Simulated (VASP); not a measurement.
# CuSi16 (a cell with a defect) in VASP: notebook, part 2 of 3

VASP 6.6.1. The steps go on from the part before.

## (4) Single point, PBE+D3(BJ)

The input, INCAR:

```
SYSTEM = CuSi16
  ALGO = Normal
  EDIFF = 1E-6
  ENCUT = 520
  GGA = PE
  ISIF = 2
  ISMEAR = 0
  IVDW = 12
  LASPH = .True.
  LCHARG = .False.
  LREAL = Auto
  LWAVE = .False.
  NBANDS = 52
  NELECT = 74.0
  NELM = 100
  PREC = Accurate
  SIGMA = 0.02
```

The input, KPOINTS:

```
k-points
0
Gamma
  2 2 2
  0 0 0
```

The input, POSCAR:

```
CuSi16
1.0
    0.0000000000      5.4300000000      5.4300000000
    5.4300000000      0.0000000000      5.4300000000
    5.4300000000      5.4300000000      0.0000000000
Si Cu
16 1
Direct
    0.0073312155     -0.0330162983      0.0148140884
    0.1229372928      0.1195884899      0.1170558932
   -0.0163534991      0.0031201657      0.5082999079
    0.1204544199      0.1188417127      0.6421837017
   -0.0008518416      0.4913341621      0.0017888582
    0.1349302026      0.5957068140      0.1347745856
    0.0000216390      0.4909597606      0.5088352670
    0.1145043278      0.6301045120      0.6279100368
    0.5076659300      0.0066408840     -0.0240440147
    0.6377686004      0.1211603131      0.1183584715
    0.5049174954      0.0031427256      0.5100959484
    0.6160645488      0.1659546041      0.6047129834
    0.5074528545      0.4927136280      0.0011462247
    0.6270957643      0.6332793738      0.1134968692
    0.4867901473      0.5378557090      0.4880606814
    0.6278894107      0.6301380295      0.6273500000
    0.3356516575     -0.0017720994      0.3314004604
```

Potentials or basis: VASP PAW PBE potentials, release 64 (Si, Cu).

Started as:

```sh
cat potpaw_PBE.64/Si/POTCAR potpaw_PBE.64/Cu/POTCAR > POTCAR
mpirun -np 1 vasp_std > vasp.out
```

OUTCAR:

```text
SYSTEM = CuSi16
   EDIFF = 1E-6
   ENCUT = 520
   GGA = PE
   ISIF = 2
   ISMEAR = 0
   IVDW = 12
   LASPH = .True.
   LREAL = Auto
   NELECT = 74.0
   NELM = 100
   PREC = Accurate
 IVDW          = 12

 ion  position               nearest neighbor table
   1  0.007  0.967  0.015-  10 2.33   6 2.33   2 2.33   4 2.34
   2  0.123  0.120  0.117-   1 2.33   5 2.33   9 2.41  17 2.42   3 2.45
   3  0.984  0.003  0.508-  12 2.32  17 2.33   8 2.34   4 2.42   2 2.45
   4  0.120  0.119  0.642-   7 2.33   1 2.34  11 2.41   3 2.42  17 2.45
   5  0.999  0.491  0.002-   2 2.33  14 2.34   6 2.34   8 2.35
   6  0.135  0.596  0.135-   1 2.33  13 2.34   5 2.34   7 2.35
   7  0.000  0.491  0.509-   4 2.33  16 2.34   8 2.34   6 2.35
   8  0.115  0.630  0.628-   7 2.34   3 2.34  15 2.34   5 2.35
   9  0.508  0.007  0.976-  12 2.34  14 2.34  17 2.35   2 2.41  10 2.43
  10  0.638  0.121  0.118-   1 2.33  13 2.33  17 2.41   9 2.43  11 2.46
  11  0.505  0.003  0.510-  12 2.33  17 2.34  16 2.34   4 2.41  10 2.46
  12  0.616  0.166  0.605-   3 2.32  11 2.33  15 2.33   9 2.34
  13  0.507  0.493  0.001-  10 2.33  14 2.34   6 2.34  16 2.35
  14  0.627  0.633  0.113-   5 2.34  13 2.34   9 2.34  15 2.36
  15  0.487  0.538  0.488-  12 2.33   8 2.34  16 2.35  14 2.36  17 2.89
  16  0.628  0.630  0.627-   7 2.34  11 2.34  13 2.35  15 2.35
  17  0.336  0.998  0.331-   3 2.33  11 2.34   9 2.35  10 2.41   2 2.42   4 2.45  15 2.89

  LATTYP: Found a face centered cubic cell.
 ALAT       =    10.8600000000

  Lattice vectors:

 A1 = (   0.0000000000,   5.4300000000,   5.4300000000)
 A2 = (   5.4300000000,   0.0000000000,   5.4300000000)
 A3 = (   5.4300000000,   5.4300000000,   0.0000000000)

Analysis of symmetry for initial positions (statically):
=====================================================================
 Subroutine PRICEL returns:
 Original cell was already a primitive cell.

 Routine SETGRP: Setting up the symmetry group for a
 face centered cubic supercell.

 Subroutine GETGRP returns: Found  1 space group operations
 (whereof  1 operations were pure point group operations)
 out of a pool of 48 trial point group operations.

The static configuration has the point symmetry C_1 .

Analysis of symmetry for dynamics (positions and initial velocities):
=====================================================================
 Subroutine PRICEL returns:
 Original cell was already a primitive cell.

 Routine SETGRP: Setting up the symmetry group for a
 face centered cubic supercell.

 Subroutine GETGRP returns: Found  1 space group operations
 (whereof  1 operations were pure point group operations)
 out of a pool of 48 trial point group operations.

The dynamic configuration has the point symmetry C_1 .

 Subroutine INISYM returns: Found  1 space group operations
 (whereof  1 operations are pure point group operations),
 and found     1 'primitive' translations

----------------------------------------------------------------------------------------

                                     Primitive cell

  volume of cell :     320.2060

  direct lattice vectors                    reciprocal lattice vectors
     0.000000000  5.430000000  5.430000000    -0.092081031  0.092081031  0.092081031
[... 77 lines left out ...]
  0.500000  0.500000  0.500000      1.000000
  0.500000  0.500000  0.000000      1.000000
  0.000000  0.500000  0.500000      1.000000
  0.500000  0.000000  0.500000      1.000000
   k-points           NKPTS =      8   k-points in BZ     NKDIM =      8   number of bands    NBANDS=     52
   number of dos      NEDOS =    301   number of ions     NIONS =     17
   total plane-waves  NPLWV = 216000
   dimension x,y,z NGX =    60 NGY =   60 NGZ =   60
   dimension x,y,z NGXF=   120 NGYF=  120 NGZF=  120
   ions per type =              16   1
   NGX,Y,Z   is equivalent  to a cutoff of  12.99, 12.99, 12.99 a.u.
   NGXF,Y,Z  is equivalent  to a cutoff of  25.98, 25.98, 25.98 a.u.
 SYSTEM =  CuSi16
   PREC   = accura    normal or accurate (medium, high low for compatibility)
   ISTART =      0    job   : 0-new  1-cont  2-samecut
   ICHARG =      2    charge: 1-file 2-atom 10-const
   ISPIN  =      1    spin polarized calculation?
   LNONCOLLINEAR =      F non collinear calculations
   LSORBIT =      F    spin-orbit coupling
   LASPH  =      T    aspherical Exc in radial PAW
   ENCUT  =  520.0 eV  38.22 Ry    6.18 a.u.  14.28 14.28 14.28*2*pi/ulx,y,z
   NELM   =    100;   NELMIN=  2; NELMDL= -5     # of ELM steps
   EDIFF  = 0.1E-05   stopping-criterion for ELM
   LREAL  =      T    real-space projection
   EDIFFG = 0.1E-04   stopping-criterion for IOM
   NSW    =      0    number of steps for IOM
   IBRION =     -1    ionic relax: 0-MD 1-quasi-New 2-CG
   NFREE  =      0    steps in history (QN), initial steepest desc. (CG)
   ISIF   =      2    stress and relaxation
   ISYM   =      2    0-nonsym 1-usesym 2-fastsym
   POTIM  = 0.5000    time-step for ionic-motion
   TEBEG  =    0.0;   TEEND  =   0.0 temperature during run
   PSTRESS=    0.0 pullay stress
   NELECT =      74.0000    total number of electrons
   NUPDOWN=      -1.0000    fix difference up-down
   EMIN   =  10.00;   EMAX   =-10.00  energy-range for DOS
   EFERMI =   0.00;   METHOD = LEGACY
   ISMEAR =     0;   SIGMA  =   0.02  broadening in eV -4-tet -1-fermi 0-gaus
   EFERMI_NEDOS =   21; number of points for ismear=-14 and -15
   IALGO  =     38    algorithm
   IMIX   =      4    mixing-type and parameters
     AMIX     =   0.40;   BMIX     =  1.00
     AMIX_MAG =   1.60;   BMIX_MAG =  1.00
  volume/ion in A,a.u.               =      18.84       127.11
  Fermi-wavevector in a.u.,A,eV,Ry     =   1.004636  1.898488 13.732283  1.009294
  Thomas-Fermi vector in A             =   2.137265
   LORBIT       =      0    0 simple, 1 ext, 2 COOP (PROOUT), +10 PAW based schemes
   GGA     = PE    functional components
   LHFCALC =     F    Hartree Fock is set to
   AEXX    =    0.0000 exact exchange contribution
   IVDW    =    12    specifies the selected vdW correction
   LEPSILON=     F    determine dielectric tensor
   LRPA    =     F    only Hartree local field effects (RPA)
 non-spin polarized calculation
 Gauss-broadening in eV      SIGMA  =   0.02
  energy-cutoff  :      520.00
  volume of cell :      320.21
 maximum number of plane-waves:      8646
 NGX is ok and might be reduce to    60
   NGX = 29   NGY = 29   NGZ = 29

 number of electron      74.0000000 magnetization

 Free energy of the ion-electron system (eV)
  ---------------------------------------------------
  ext. energy  EPLUGINS =         0.00000000
  ---------------------------------------------------
  free energy    TOTEN  =       -94.20575384 eV

  energy without entropy =      -94.20575359  energy(sigma->0) =      -94.20575372

 E-fermi :   6.4300     XC(G=0):  -9.6125

 val. band max:        6.3688565157   @ k =   0.0000   0.0000   0.0000
 cond. band min:       6.4911349669   @ k =   0.0000   0.0000   0.0000
 fundamental gap:      0.1222784511
 Fermi energy:         6.4299956608

 k-point     1 :       0.0000    0.0000    0.0000
  band No.  band energies     occupation
      1      -5.8936      2.00000
      2      -3.5379      2.00000
      3      -3.5047      2.00000
      4      -3.4836      2.00000
      5      -3.4696      2.00000
      6      -1.9716      2.00000
[... 405 lines left out ...]
     48      10.4422      0.00000
     49      10.4622      0.00000
 [bands above 49 left out]

------------------------ aborting loop because EDIFF is reached ----------------------------------------

 Edisp (eV)   -5.67330

 E8    (eV) :    -2.3534

  FORCE on cell =-STRESS in cart. coord.  units (eV):
  Direction    XX          YY          ZZ          XY          YZ          ZX
  --------------------------------------------------------------------------------------
  -------------------------------------------------------------------------------------
  Total      -7.54141    -7.08308    -6.75330    -0.44477     0.58793     0.07173
  in kB     -37.73406   -35.44077   -33.79070    -2.22546     2.94175     0.35889
  external pressure =      -35.66 kB  Pullay stress =        0.00 kB

 VOLUME and BASIS-vectors are now :
 -----------------------------------------------------------------------------
  energy-cutoff  :      520.00
  volume of cell :      320.21
      direct lattice vectors                 reciprocal lattice vectors
     0.000000000  5.430000000  5.430000000    -0.092081031  0.092081031  0.092081031
     5.430000000  0.000000000  5.430000000     0.092081031 -0.092081031  0.092081031
     5.430000000  5.430000000  0.000000000     0.092081031  0.092081031 -0.092081031

 POSITION                                       TOTAL-FORCE (eV/Angst)
 -----------------------------------------------------------------------------------
      5.33116      0.12025      5.29053         0.012465     -0.008219      0.012966
      1.28498      1.30316      1.31692         0.005101     -0.000707      0.004660
      2.77701      8.10127      5.35814         0.009618      0.002128      0.001875
      4.13237      4.14113      1.29938         0.001478     -0.008426      0.001127
      2.67766      5.43509      8.09332        -0.000027      0.000483      0.003042
      3.96651      1.46450      3.96736         0.007471     -0.009236      0.007495
[... 9 lines left out ...]
      6.82816      6.81595      6.83109         0.003431     -0.000422      0.000321
      7.21988      3.62209      7.24297        -0.056644      0.049893     -0.059681
 -----------------------------------------------------------------------------------
    total drift:                               -0.000258      0.000781      0.006706

  FREE ENERGIE OF THE ION-ELECTRON SYSTEM (eV)
  ---------------------------------------------------
  free  energy   TOTEN  =       -99.8790584050 eV

  energy  without entropy=      -99.8790581584  energy(sigma->0) =      -99.87905828
```

Run time: 3.7 min. Hardware: 1 thread of AMD EPYC 9R45 (Zen 5), shared host; peak memory 0.46 GiB.

Results:

| Item | Value |
| --- | --- |
| Free energy | -99.8791 eV |
| Largest force | 0.096 eV/Å |
| Dispersion energy per atom | -0.334 eV |

Forces in eV/Å, atoms in the order of the input:
```
Si   0.012 -0.008  0.013
Si   0.005 -0.001  0.005
Si   0.010  0.002  0.002
Si   0.001 -0.008  0.001
Si   0.000  0.000  0.003
Si   0.007 -0.009  0.007
Si   0.000 -0.002  0.004
Si   0.006 -0.007  0.002
Si  -0.005 -0.006  0.016
Si  -0.002  0.002  0.003
Si   0.008  0.000  0.011
Si   0.000 -0.006 -0.006
Si   0.005 -0.005 -0.004
Si   0.003 -0.003  0.000
Si   0.004  0.002  0.002
Si   0.003  0.000  0.000
Cu  -0.057  0.050 -0.060
```

Levels at points of the mesh, in eV from the Fermi level:
```
           k point  band 33  band 34  band 35  band 36  band 37  band 38  band 39  band 40  band 41  band 42
(0.00, 0.00, 0.00)    -1.17    -1.11    -0.60    -0.22    -0.06     0.06     0.22     0.55     0.57     0.70
(0.50, 0.00, 0.00)    -2.05    -1.04    -0.94    -0.92    -0.75     0.59     1.06     1.15     1.29     1.41
(0.00, 0.50, 0.00)    -2.18    -0.94    -0.92    -0.63    -0.50     0.53     0.97     1.37     1.39     1.56
(0.00, 0.00, 0.50)    -2.06    -1.02    -0.97    -0.94    -0.80     0.55     1.07     1.13     1.27     1.39
(0.50, 0.50, 0.50)    -2.05    -1.04    -0.95    -0.92    -0.77     0.58     1.06     1.15     1.28     1.40
(0.50, 0.50, 0.00)    -1.86    -1.57    -1.55    -1.47    -1.15     0.66     0.88     1.87     2.05     2.17
(0.00, 0.50, 0.50)    -1.87    -1.59    -1.52    -1.45    -1.20     0.67     0.89     1.88     2.04     2.17
(0.50, 0.00, 0.50)    -1.86    -1.58    -1.54    -1.47    -1.17     0.66     0.89     1.87     2.04     2.17
```

Caveat: the k points lie up to 0.50 Å⁻¹ apart; the cell carries a net charge on a neutralising background, which shifts energy and pressure; the cell is charged against a uniform background, so pressure and absolute levels hang on convention.

(Part 2 of 3 ends here.)
